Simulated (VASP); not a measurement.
# Si6Ni3C in VASP: further runs

The runs below take Si6Ni3C through single point, with PBEsol.

Everything below comes from runs of VASP 6.6.1. Logs are shortened: lines on timing, memory, paths and dates and some standing lists are left out, and cuts for length are marked.

## 1. The cell of the first run

The cell holds a slab with vacuum, 10 atoms: a = 3.812 Å, b = 3.812 Å, c = 25.739 Å, α = 90.00°, β = 90.00°, γ = 90.00°.

## 2. Single point, PBEsol

Input file INCAR:

```
  PREC = Accurate
  ENCUT = 520
  EDIFF = 1E-6
  ISMEAR = 0
  SIGMA = 0.1
  LREAL = F
  LASPH = T
  NELM = 100
  ALGO = Normal
  ISIF = 2
  LWAVE = F
  LCHARG = F
  LDIPOL = T
  IDIPOL = 3
  DIPOL = 0.5 0.5 0.468
  GGA = PS
  NBANDS = 40
```

Input file KPOINTS:

```
regular mesh
0
Gamma
  8 8 1
```

Input file POSCAR:

```
Si6Ni3C
1.0
    3.8123023665      0.0000000000      0.0000000000
    0.0000000000      3.8123023665      0.0000000000
    0.0000000000      0.0000000000     25.7392621383
Si Ni C
6 3 1
Direct
    0.5000000000      0.0000000000      0.3302347967
    0.0000000000      0.5000000000      0.3302347967
    0.0000000000      0.5000000000      0.4349660373
    0.5000000000      0.0000000000      0.4349660373
    0.5000000000      0.0000000000      0.5364782688
    0.0000000000      0.5000000000      0.5421562022
    0.5000000000      0.5000000000      0.3826004170
    0.0000000000      0.0000000000      0.4865627829
    0.5000000000      0.5000000000      0.5935977042
    0.5000000000      0.0000000000      0.6102755960
```

Potentials or basis: VASP PAW PBE potentials, release 64 (Si, Ni, C).

Run with:

```console
$ cat potpaw_PBE.64/Si/POTCAR potpaw_PBE.64/Ni/POTCAR potpaw_PBE.64/C/POTCAR > POTCAR
$ mpirun -np 1 vasp_std > vasp.out
```

OUTCAR:

```text
PREC = Accurate
   ENCUT = 520
   EDIFF = 1E-6
   ISMEAR = 0
   LREAL = F
   LASPH = T
   NELM = 100
   ISIF = 2
   GGA = PS

 ion  position               nearest neighbor table
   1  0.500  0.000  0.330-   7 2.33   7 2.33   2 2.70   2 2.70   2 2.70   2 2.70   4 2.70
   2  0.000  0.500  0.330-   7 2.33   7 2.33   1 2.70   1 2.70   1 2.70   1 2.70   3 2.70
   3  0.000  0.500  0.435-   8 2.32   8 2.32   7 2.33   7 2.33   4 2.70   4 2.70   4 2.70   4 2.70
                             2 2.70   6 2.76
   4  0.500  0.000  0.435-   8 2.32   8 2.32   7 2.33   7 2.33   5 2.61   3 2.70   3 2.70   3 2.70
                             3 2.70   1 2.70
   5  0.500  0.000  0.536-  10 1.90   8 2.30   8 2.30   9 2.41   9 2.41   4 2.61   6 2.70   6 2.70
                             6 2.70   6 2.70
   6  0.000  0.500  0.542-   9 2.32   9 2.32   8 2.38   8 2.38   5 2.70   5 2.70   5 2.70   5 2.70
                             3 2.76
   7  0.500  0.500  0.383-   1 2.33   2 2.33   3 2.33   4 2.33   1 2.33   4 2.33   2 2.33   3 2.33

   8  0.000  0.000  0.487-   5 2.30   5 2.30   3 2.32   3 2.32   4 2.32   4 2.32   6 2.38   6 2.38

   9  0.500  0.500  0.594-  10 1.95  10 1.95   6 2.32   6 2.32   5 2.41   5 2.41
  10  0.500  0.000  0.610-   5 1.90   9 1.95   9 1.95

  LATTYP: Found a simple tetragonal cell.
 ALAT       =     3.8123023665
 C/A-ratio  =     6.7516318654

  Lattice vectors:

 A1 = (   3.8123023665,   0.0000000000,   0.0000000000)
 A2 = (   0.0000000000,   3.8123023665,   0.0000000000)
 A3 = (   0.0000000000,   0.0000000000,  25.7392621383)

Analysis of symmetry for initial positions (statically):
=====================================================================
 Subroutine PRICEL returns:
 Original cell was already a primitive cell.

 Routine SETGRP: Setting up the symmetry group for a
 simple tetragonal supercell.

 Subroutine GETGRP returns: Found  4 space group operations
 (whereof  4 operations were pure point group operations)
 out of a pool of 16 trial point group operations.

The static configuration has the point symmetry C_2v.

Analysis of symmetry for dynamics (positions and initial velocities):
=====================================================================
 Subroutine PRICEL returns:
 Original cell was already a primitive cell.

 Routine SETGRP: Setting up the symmetry group for a
 simple tetragonal supercell.

 Subroutine GETGRP returns: Found  4 space group operations
 (whereof  4 operations were pure point group operations)
 out of a pool of 16 trial point group operations.

The dynamic configuration has the point symmetry C_2v.

 Subroutine INISYM returns: Found  4 space group operations
 (whereof  4 operations are pure point group operations),
 and found     1 'primitive' translations

----------------------------------------------------------------------------------------

                                     Primitive cell

  volume of cell :     374.0854

  direct lattice vectors                    reciprocal lattice vectors
     3.812302366  0.000000000  0.000000000     0.262308680  0.000000000  0.000000000
     0.000000000  3.812302366  0.000000000     0.000000000  0.262308680  0.000000000
     0.000000000  0.000000000 25.739262138     0.000000000  0.000000000  0.038851153

  length of vectors
     3.812302366  3.812302366 25.739262138     0.262308680  0.262308680  0.038851153

  position of ions in fractional coordinates (direct lattice)
     0.500000000  0.000000000  0.330234797
     0.000000000  0.500000000  0.330234797
     0.000000000  0.500000000  0.434966037
     0.500000000  0.000000000  0.434966037
     0.500000000  0.000000000  0.536478269
     0.000000000  0.500000000  0.542156202
     0.500000000  0.500000000  0.382600417
     0.000000000  0.000000000  0.486562783
     0.500000000  0.500000000  0.593597704
     0.500000000  0.000000000  0.610275596

  ion indices of the primitive-cell ions
   primitive index   ion index
                 1           1
                 2           2
                 3           3
                 4           4
                 5           5
                 6           6
                 7           7
                 8           8
                 9           9
                10          10

----------------------------------------------------------------------------------------

 KPOINTS: regular mesh

Automatic generation of k-mesh.
 Grid dimensions read from file:
 generate k-points for:    8    8    1

 Generating k-lattice:

  Cartesian coordinates                     Fractional coordinates (reciprocal lattice)
     0.032788585  0.000000000  0.000000000     0.125000000  0.000000000  0.000000000
     0.000000000  0.032788585  0.000000000     0.000000000  0.125000000  0.000000000
     0.000000000  0.000000000  0.038851153     0.000000000  0.000000000  1.000000000

  Length of vectors
     0.032788585  0.032788585  0.038851153

  Shift w.r.t. Gamma in fractional coordinates (k-lattice)
     0.000000000  0.000000000  0.000000000

 Subroutine IBZKPT returns following result:
 ===========================================

 Found     25 irreducible k-points:

 Following reciprocal coordinates:
            Coordinates               Weight
  0.000000  0.000000  0.000000      1.000000
  0.125000  0.000000  0.000000      2.000000
  0.000000  0.125000  0.000000      2.000000
  0.250000  0.000000  0.000000      2.000000
  0.000000  0.250000  0.000000      2.000000
  0.375000  0.000000  0.000000      2.000000
[... 16 lines left out ...]
  0.500000  0.375000  0.000000      2.000000
 -0.375000  0.500000  0.000000      2.000000
   k-points           NKPTS =     25   k-points in BZ     NKDIM =     25   number of bands    NBANDS=     40
   number of dos      NEDOS =    301   number of ions     NIONS =     10
   total plane-waves  NPLWV = 150528
   dimension x,y,z NGX =    28 NGY =   28 NGZ =  192
   dimension x,y,z NGXF=    56 NGYF=   56 NGZF=  384
   ions per type =               6   3   1
   NGX,Y,Z   is equivalent  to a cutoff of  12.21, 12.21, 12.40 a.u.
   NGXF,Y,Z  is equivalent  to a cutoff of  24.42, 24.42, 24.80 a.u.
 SYSTEM =  unknown system
   PREC   = accura    normal or accurate (medium, high low for compatibility)
   ISTART =      0    job   : 0-new  1-cont  2-samecut
   ICHARG =      2    charge: 1-file 2-atom 10-const
   ISPIN  =      1    spin polarized calculation?
   LNONCOLLINEAR =      F non collinear calculations
   LSORBIT =      F    spin-orbit coupling
   LASPH  =      T    aspherical Exc in radial PAW
   ENCUT  =  520.0 eV  38.22 Ry    6.18 a.u.   7.09  7.09 47.86*2*pi/ulx,y,z
   NELM   =    100;   NELMIN=  2; NELMDL= -5     # of ELM steps
   EDIFF  = 0.1E-05   stopping-criterion for ELM
   LREAL  =      F    real-space projection
   EDIFFG = 0.1E-04   stopping-criterion for IOM
   NSW    =      0    number of steps for IOM
   IBRION =     -1    ionic relax: 0-MD 1-quasi-New 2-CG
   NFREE  =      0    steps in history (QN), initial steepest desc. (CG)
   ISIF   =      2    stress and relaxation
   ISYM   =      2    0-nonsym 1-usesym 2-fastsym
   POTIM  = 0.5000    time-step for ionic-motion
   TEBEG  =    0.0;   TEEND  =   0.0 temperature during run
   PSTRESS=    0.0 pullay stress
   NELECT =      58.0000    total number of electrons
   NUPDOWN=      -1.0000    fix difference up-down
   EMIN   =  10.00;   EMAX   =-10.00  energy-range for DOS
   EFERMI =   0.00;   METHOD = LEGACY
   ISMEAR =     0;   SIGMA  =   0.10  broadening in eV -4-tet -1-fermi 0-gaus
   EFERMI_NEDOS =   21; number of points for ismear=-14 and -15
   IALGO  =     38    algorithm
   IMIX   =      4    mixing-type and parameters
     AMIX     =   0.40;   BMIX     =  1.00
     AMIX_MAG =   1.60;   BMIX_MAG =  1.00
  volume/ion in A,a.u.               =      37.41       252.45
  Fermi-wavevector in a.u.,A,eV,Ry     =   0.879483  1.661981 10.523965  0.773490
  Thomas-Fermi vector in A             =   1.999712
   LORBIT       =      0    0 simple, 1 ext, 2 COOP (PROOUT), +10 PAW based schemes
   GGA     = PS    functional components
   LHFCALC =     F    Hartree Fock is set to
   AEXX    =    0.0000 exact exchange contribution
   IVDW    =     0    specifies the selected vdW correction
   LEPSILON=     F    determine dielectric tensor
   LRPA    =     F    only Hartree local field effects (RPA)
 non-spin polarized calculation
 Gauss-broadening in eV      SIGMA  =   0.10
  energy-cutoff  :      520.00
  volume of cell :      374.09
 maximum number of plane-waves:     10106
   NGX = 15   NGY = 15   NGZ = 95

 dipolmoment           0.000000      0.000000     -0.520426 electrons x Angstroem

 number of electron      58.0000034 magnetization

 dipolmoment           0.000000      0.000000      0.107776 electrons x Angstroem

 Free energy of the ion-electron system (eV)
  ---------------------------------------------------
  ext. energy  EPLUGINS =         0.00000000
  ---------------------------------------------------
  free energy    TOTEN  =       -60.52759977 eV

  energy without entropy =      -60.50384268  energy(sigma->0) =      -60.51572122

 E-fermi :  -0.2587     XC(G=0):  -4.6688

 val. band max:       -0.2796448544   @ k =  -0.3750   0.5000   0.0000
 cond. band min:      -0.2574180429   @ k =   0.1250   0.1250   0.0000
 fundamental gap:      0.0222268116
 Fermi energy:        -0.2587440451

 k-point     1 :       0.0000    0.0000    0.0000
  band No.  band energies     occupation
      1     -13.9417      2.00000
      2     -12.9345      2.00000
      3     -11.1603      2.00000
      4      -9.4608      2.00000
      5      -7.1870      2.00000
      6      -6.3829      2.00000
[... 32 lines left out ...]
     39       4.0831      0.00000
[... 988 lines left out ...]
     39       5.5736      0.00000
     40       5.8195      0.00000

 [... further k-points ...]

------------------------ aborting loop because EDIFF is reached ----------------------------------------

 vacuum level on the upper side and lower side of the slab       (xc-potential included)         0.468        -0.843

  FORCE on cell =-STRESS in cart. coord.  units (eV):
  Direction    XX          YY          ZZ          XY          YZ          ZX
  --------------------------------------------------------------------------------------
  -------------------------------------------------------------------------------------
  Total       -1.7318086     -9.0451054      0.6124542      0.0000000      0.0000000      0.0000000
  in kB       -7.4171950    -38.7394495      2.6230915      0.0000000      0.0000000      0.0000000
  external PRESSURE =     -14.5111843 kB  Pullay stress =       0.0000000 kB

 VOLUME and BASIS-vectors are now :
 -----------------------------------------------------------------------------
  energy-cutoff  :      520.00
  volume of cell :      374.09
      direct lattice vectors                 reciprocal lattice vectors
     3.812302366  0.000000000  0.000000000     0.262308680  0.000000000  0.000000000
     0.000000000  3.812302366  0.000000000     0.000000000  0.262308680  0.000000000
     0.000000000  0.000000000 25.739262138     0.000000000  0.000000000  0.038851153

 POSITION                                       TOTAL-FORCE (eV/Angst)
 -----------------------------------------------------------------------------------
      1.90615      0.00000      8.50000         0.000000      0.000000     -0.344671
      0.00000      1.90615      8.50000         0.000000      0.000000     -0.379244
      0.00000      1.90615     11.19570         0.000000      0.000000     -0.004809
      1.90615      0.00000     11.19570         0.000000      0.000000     -0.353711
      1.90615      0.00000     13.80855         0.000000      0.000000     -0.037588
      0.00000      1.90615     13.95470         0.000000      0.000000     -0.012049
      1.90615      1.90615      9.84785         0.000000      0.000000      1.075847
      0.00000      0.00000     12.52377         0.000000      0.000000     -0.002461
      1.90615      1.90615     15.27877         0.000000      0.000000      0.028584
      1.90615      0.00000     15.70804         0.000000      0.000000      0.030104
 -----------------------------------------------------------------------------------
    total drift:                                0.000000     -0.000000     -0.000612

  FREE ENERGIE OF THE ION-ELECTRON SYSTEM (eV)
  ---------------------------------------------------
  free  energy   TOTEN  =       -60.5275997687 eV

  energy  without entropy=      -60.5038426775  energy(sigma->0) =      -60.51572122

 vacuum level on the upper side and lower side of the slab         5.696         4.363
```

It took 8.6 min on 1 thread of AMD EPYC 9R45 (Zen 5), shared host; peak memory 0.57 GiB.

What came out:

```
Free energy            : -60.5276 eV
Largest force          : 1.076 eV/Å
Band gap on the k mesh : zero (bands 29 and 30 overlap by 1.45 eV)
```

Forces in eV/Å, atoms in the order of the input:
```
Si   0.000  0.000 -0.345
Si   0.000  0.000 -0.379
Si   0.000  0.000 -0.005
Si   0.000  0.000 -0.354
Si   0.000  0.000 -0.038
Si   0.000  0.000 -0.012
Ni   0.000  0.000  1.076
Ni   0.000  0.000 -0.002
Ni   0.000  0.000  0.029
C    0.000  0.000  0.030
```

Levels at points of the mesh, in eV from the Fermi level:
```tsv
k point	band 27	band 28	band 29	band 30	band 31	band 32
(0.00, 0.00, 0.00)	-0.59	-0.56	-0.34	-0.22	0.72	1.64
(0.50, 0.00, 0.00)	-1.15	-1.05	0.11	0.39	0.94	1.22
(0.00, 0.50, 0.00)	-0.19	-0.16	0.62	0.93	1.00	1.20
(0.50, 0.50, 0.00)	-1.68	-1.68	-1.54	-0.29	-0.08	0.40
```

Caveat: the PAW data sets were made with another functional, which shifts forces and pressure a little. Spin polarisation is off, so any magnetic state and its effect on volume and gap are missing.

## 3. Single point, PBEsol

Input file INCAR:

```
PREC = Accurate ; ENCUT = 520
EDIFF = 1E-7 ; ISMEAR = 0
SIGMA = 0.1 ; LREAL = False
LASPH = True ; NELM = 80
ALGO = Normal ; ISIF = 2
LWAVE = False ; LCHARG = True
LDIPOL = True ; IDIPOL = 3
DIPOL = 0.5 0.5 0.468 ; GGA = PS
LELF = True ; LVHAR = True
LVACPOTAV = True ; NBANDS = 40
```

Input file KPOINTS:

```
Automatic mesh
0
Gamma
  8 8 1
  0.5 0.5 0
```

POSCAR is that of step 2.

Potentials or basis: VASP PAW PBE potentials, release 64 (Si, Ni, C).

Run with:

```console
$ cat potpaw_PBE.64/Si/POTCAR potpaw_PBE.64/Ni/POTCAR potpaw_PBE.64/C/POTCAR > POTCAR
$ mpirun -np 1 vasp_std > vasp.out
```

Run time: 6.4 min. Hardware: 1 thread of AMD EPYC 9R45 (Zen 5), shared host; peak memory 0.48 GiB.

It converged, with:

```yaml
Free_energy: -60.5745 eV
Largest_force: 1.122 eV/Å
Band_gap_on_the_k_mesh: zero (bands 29 and 30 overlap by 1.54 eV)
```

Forces on the atoms (eV/Å):
```
Si   0.000  0.000 -0.319
Si   0.000  0.000 -0.376
Si   0.000  0.000 -0.089
Si   0.000  0.000 -0.380
Si   0.000  0.000 -0.079
Si   0.000  0.000  0.017
Ni   0.000  0.000  1.122
Ni   0.000  0.000  0.091
Ni   0.000  0.000  0.015
C    0.000  0.000 -0.003
```

Levels at points of the mesh, in eV from the Fermi level:
| k point | band 26 | band 27 | band 28 | band 29 | band 30 | band 31 | band 32 | band 33 |
| --- | --- | --- | --- | --- | --- | --- | --- | --- |
| (0.06, 0.06, 0.00) | -1.05 | -0.67 | -0.43 | -0.05 | 0.07 | 0.64 | 1.28 | 1.64 |

Caveat: the PAW data sets were made with another functional, which shifts forces and pressure a little.

The gap in the log of VASP goes by the Fermi energy; the results here count the filled bands.